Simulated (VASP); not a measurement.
# C (P6_3/mmc) in VASP: further runs, part 2 of 2

VASP 6.6.1. The steps go on from the part before.

## (3) Single point, r2SCAN

Input file POSCAR:

```
C
1.0
    2.4558907252      0.0000000000      0.0000000000
   -1.2279453626      2.1268637570      0.0000000000
    0.0000000000      0.0000000000      7.0497855834
C
4
Direct
    0.0000000000      0.0000000000      0.0024999316
    0.0000000000      0.0000000000      0.5024999316
    0.3333333333      0.6666666667      0.0025000684
    0.6666666667      0.3333333333      0.5025000684
```

Input file INCAR.step1:

```
ALGO = Normal
EDIFF = 1E-4
ENCUT = 520
GGA = PE
ISMEAR = 0
LASPH = True
LCHARG = False
LREAL = False
LWAVE = True
NBANDS = 16
NELM = 100
PREC = Accurate
SIGMA = 0.15
```

Input file INCAR.step2:

```
ALGO = Normal
EDIFF = 1E-6
ENCUT = 520
ISIF = 2
ISMEAR = 0
ISTART = 1
LASPH = True
LCHARG = True
LELF = True
LMIXTAU = True
LREAL = False
LVHAR = True
LWAVE = False
METAGGA = R2SCAN
NBANDS = 16
NELM = 100
PREC = Accurate
SIGMA = 0.15
```

Input file KPOINTS:

```
k-points
0
Gamma
  24 24 8
```

Potentials or basis: VASP PAW PBE potentials, release 64 (C).

Started as:

```bash
cat potpaw_PBE.64/C/POTCAR > POTCAR
cp INCAR.step1 INCAR
mpirun -np 1 vasp_std > vasp.out
cp INCAR.step2 INCAR
mpirun -np 1 vasp_std > vasp.out
```

OUTCAR:

```text
EDIFF = 1E-6
   ENCUT = 520
   ISIF = 2
   ISMEAR = 0
   ISTART = 1
   LASPH = True
   LREAL = False
   METAGGA = R2SCAN
   NELM = 100
   PREC = Accurate

 ion  position               nearest neighbor table
   1  0.000  0.000  0.002-   3 1.42   3 1.42   3 1.42
   2  0.000  0.000  0.502-   4 1.42   4 1.42   4 1.42
   3  0.333  0.667  0.003-   1 1.42   1 1.42   1 1.42
   4  0.667  0.333  0.503-   2 1.42   2 1.42   2 1.42

  LATTYP: Found a hexagonal cell.
 ALAT       =     2.4558907252
 C/A-ratio  =     2.8705615893

  Lattice vectors:

 A1 = (   2.4558907252,   0.0000000000,   0.0000000000)
 A2 = (  -1.2279453626,   2.1268637570,   0.0000000000)
 A3 = (   0.0000000000,   0.0000000000,   7.0497855834)

Analysis of symmetry for initial positions (statically):
=====================================================================
 Subroutine PRICEL returns:
 Original cell was already a primitive cell.

 Routine SETGRP: Setting up the symmetry group for a
 hexagonal supercell.

 Subroutine GETGRP returns: Found 24 space group operations
 (whereof  6 operations were pure point group operations)
 out of a pool of 24 trial point group operations.

The static configuration has the point symmetry C_3v.
 The point group associated with its full space group is D_6h.

Analysis of symmetry for dynamics (positions and initial velocities):
=====================================================================
 Subroutine PRICEL returns:
 Original cell was already a primitive cell.

 Routine SETGRP: Setting up the symmetry group for a
 hexagonal supercell.

 Subroutine GETGRP returns: Found 24 space group operations
 (whereof  6 operations were pure point group operations)
 out of a pool of 24 trial point group operations.

The dynamic configuration has the point symmetry C_3v.
 The point group associated with its full space group is D_6h.

 Subroutine INISYM returns: Found 24 space group operations
 (whereof  6 operations are pure point group operations),
 and found     1 'primitive' translations

----------------------------------------------------------------------------------------

                                     Primitive cell

  volume of cell :      36.8235

  direct lattice vectors                    reciprocal lattice vectors
     2.455890725  0.000000000  0.000000000     0.407184241  0.235087931  0.000000000
    -1.227945363  2.126863757  0.000000000     0.000000000  0.470175862  0.000000000
     0.000000000  0.000000000  7.049785583     0.000000000  0.000000000  0.141848286

  length of vectors
     2.455890725  2.455890725  7.049785583     0.470175862  0.470175862  0.141848286

  position of ions in fractional coordinates (direct lattice)
     0.000000000  0.000000000  0.002499932
     0.000000000  0.000000000  0.502499932
     0.333333333  0.666666667  0.002500068
     0.666666667  0.333333333  0.502500068

  ion indices of the primitive-cell ions
   primitive index   ion index
                 1           1
                 2           2
                 3           3
                 4           4

----------------------------------------------------------------------------------------

 KPOINTS: k-points

Automatic generation of k-mesh.
 Grid dimensions read from file:
 generate k-points for:   24   24    8

 Generating k-lattice:

  Cartesian coordinates                     Fractional coordinates (reciprocal lattice)
     0.016966010  0.009795330  0.000000000     0.041666667 -0.000000000  0.000000000
     0.000000000  0.019590661  0.000000000     0.000000000  0.041666667  0.000000000
     0.000000000  0.000000000  0.017731036     0.000000000  0.000000000  0.125000000

  Length of vectors
     0.019590661  0.019590661  0.017731036

  Shift w.r.t. Gamma in fractional coordinates (k-lattice)
     0.000000000  0.000000000  0.000000000

 Subroutine IBZKPT returns following result:
 ===========================================

 Found    305 irreducible k-points:

 Following reciprocal coordinates:
            Coordinates               Weight
  0.000000  0.000000  0.000000      1.000000
  0.041667  0.000000  0.000000      6.000000
  0.083333  0.000000  0.000000      6.000000
  0.125000  0.000000  0.000000      6.000000
  0.166667  0.000000  0.000000      6.000000
  0.208333  0.000000  0.000000      6.000000
[... 16 lines left out ...]
  0.416667  0.041667  0.000000     12.000000
  0.458333  0.041667  0.000000     12.000000
 [... further k-points ...]
   k-points           NKPTS =    305   k-points in BZ     NKDIM =    305   number of bands    NBANDS=     16
   number of dos      NEDOS =    301   number of ions     NIONS =      4
   total plane-waves  NPLWV =  17496
   dimension x,y,z NGX =    18 NGY =   18 NGZ =   54
   dimension x,y,z NGXF=    36 NGYF=   36 NGZF=  108
   ions per type =               4
   NGX,Y,Z   is equivalent  to a cutoff of  12.18, 12.18, 12.73 a.u.
   NGXF,Y,Z  is equivalent  to a cutoff of  24.37, 24.37, 25.47 a.u.
 SYSTEM =  unknown system
   PREC   = accura    normal or accurate (medium, high low for compatibility)
   ISTART =      1    job   : 0-new  1-cont  2-samecut
   ICHARG =      0    charge: 1-file 2-atom 10-const
   ISPIN  =      1    spin polarized calculation?
   LNONCOLLINEAR =      F non collinear calculations
   LSORBIT =      F    spin-orbit coupling
   LASPH  =      T    aspherical Exc in radial PAW
   ENCUT  =  520.0 eV  38.22 Ry    6.18 a.u.   4.57  4.57 13.11*2*pi/ulx,y,z
   NELM   =    100;   NELMIN=  2; NELMDL=  0     # of ELM steps
   EDIFF  = 0.1E-05   stopping-criterion for ELM
   LREAL  =      F    real-space projection
   EDIFFG = 0.1E-04   stopping-criterion for IOM
   NSW    =      0    number of steps for IOM
   IBRION =     -1    ionic relax: 0-MD 1-quasi-New 2-CG
   NFREE  =      0    steps in history (QN), initial steepest desc. (CG)
   ISIF   =      2    stress and relaxation
   ISYM   =      2    0-nonsym 1-usesym 2-fastsym
   POTIM  = 0.5000    time-step for ionic-motion
   TEBEG  =    0.0;   TEEND  =   0.0 temperature during run
   PSTRESS=    0.0 pullay stress
   NELECT =      16.0000    total number of electrons
   NUPDOWN=      -1.0000    fix difference up-down
   EMIN   =  10.00;   EMAX   =-10.00  energy-range for DOS
   EFERMI =   0.00;   METHOD = LEGACY
   ISMEAR =     0;   SIGMA  =   0.15  broadening in eV -4-tet -1-fermi 0-gaus
   EFERMI_NEDOS =   21; number of points for ismear=-14 and -15
   IALGO  =     38    algorithm
   IMIX   =      4    mixing-type and parameters
     AMIX     =   0.40;   BMIX     =  1.00
     AMIX_MAG =   1.60;   BMIX_MAG =  1.00
  volume/ion in A,a.u.               =       9.21        62.12
  Fermi-wavevector in a.u.,A,eV,Ry     =   1.239957  2.343179 20.918867  1.537493
  Thomas-Fermi vector in A             =   2.374418
   LORBIT       =      0    0 simple, 1 ext, 2 COOP (PROOUT), +10 PAW based schemes
   METAGGA = R2SCAN    functional components
   LHFCALC =     F    Hartree Fock is set to
   AEXX    =    0.0000 exact exchange contribution
   IVDW    =     0    specifies the selected vdW correction
   LEPSILON=     F    determine dielectric tensor
   LRPA    =     F    only Hartree local field effects (RPA)
 non-spin polarized calculation
 Gauss-broadening in eV      SIGMA  =   0.15
  energy-cutoff  :      520.00
  volume of cell :       36.82
 maximum number of plane-waves:      1016
   NGX =  9   NGY =  9   NGZ = 27

 number of electron      15.9999996 magnetization

 Free energy of the ion-electron system (eV)
  ---------------------------------------------------
  ext. energy  EPLUGINS =         0.00000000
  ---------------------------------------------------
  free energy    TOTEN  =       -39.75277107 eV

  energy without entropy =      -39.75208623  energy(sigma->0) =      -39.75242865

 E-fermi :   4.2606     XC(G=0): -10.7907

 val. band max:        4.2596578984   @ k =   0.3333   0.3333   0.2500
 cond. band min:       4.2651193088   @ k =   0.3333   0.3333   0.5000
 fundamental gap:      0.0054614104
 Fermi energy:         4.2606240420

 k-point     1 :       0.0000    0.0000    0.0000
  band No.  band energies     occupation
      1     -16.6754      2.00000
      2     -16.4756      2.00000
      3      -4.5908      2.00000
      4      -3.0324      2.00000
      5       1.0507      2.00000
      6       1.0507      2.00000
[... 8 lines left out ...]
     15      16.7128      0.00000
     16      16.8697      0.00000
[... 419 lines left out ...]
 k-point    24 :       0.4583    0.0417    0.0000
  band No.  band energies     occupation
      1     -11.2356      2.00000
      2     -11.1295      2.00000
      3      -9.6530      2.00000
      4      -9.5649      2.00000
      5      -2.7126      2.00000
      6      -2.6754      2.00000
[... 8 lines left out ...]
     15      18.6268      0.00000
     16      19.7207      0.00000

 [... further k-points ...]
[... 5 lines left out ...]
  --------------------------------------------------------------------------------------
  -------------------------------------------------------------------------------------
  Total        0.2306232      0.2306232     -0.0200711      0.0000000     -0.0000000      0.0000000
  in kB       10.0343421     10.0343421     -0.8732877      0.0000000     -0.0000000      0.0000000
  external PRESSURE =       6.3984655 kB  Pullay stress =       0.0000000 kB

 VOLUME and BASIS-vectors are now :
 -----------------------------------------------------------------------------
  energy-cutoff  :      520.00
  volume of cell :       36.82
      direct lattice vectors                 reciprocal lattice vectors
     2.455890725  0.000000000  0.000000000     0.407184241  0.235087931  0.000000000
    -1.227945363  2.126863757  0.000000000     0.000000000  0.470175862  0.000000000
     0.000000000  0.000000000  7.049785583     0.000000000  0.000000000  0.141848286

 POSITION                                       TOTAL-FORCE (eV/Angst)
 -----------------------------------------------------------------------------------
      0.00000      0.00000      0.01762         0.000000     -0.000000      0.000000
      0.00000      0.00000      3.54252        -0.000000      0.000000      0.000000
     -0.00000      1.41791      0.01762        -0.000000     -0.000000      0.000000
      1.22795      0.70895      3.54252         0.000000      0.000000      0.000000
 -----------------------------------------------------------------------------------
    total drift:                               -0.000000     -0.000000     -0.001117

  FREE ENERGIE OF THE ION-ELECTRON SYSTEM (eV)
  ---------------------------------------------------
  free  energy   TOTEN  =       -39.7527710710 eV

  energy  without entropy=      -39.7520862284  energy(sigma->0) =      -39.75242865
```

Run time: 5.5 min. Hardware: 1 thread of AMD EPYC 9R45 (Zen 5), shared host; peak memory 0.21 GiB.

What came out:

```yaml
Free_energy: -39.7528 eV
Pressure: 0.6 GPa
Band_gap_on_the_k_mesh: zero (bands 8 and 9 overlap by 0.02 eV)
```

Caveat: the PAW data sets were made with another functional, which shifts forces and pressure a little.
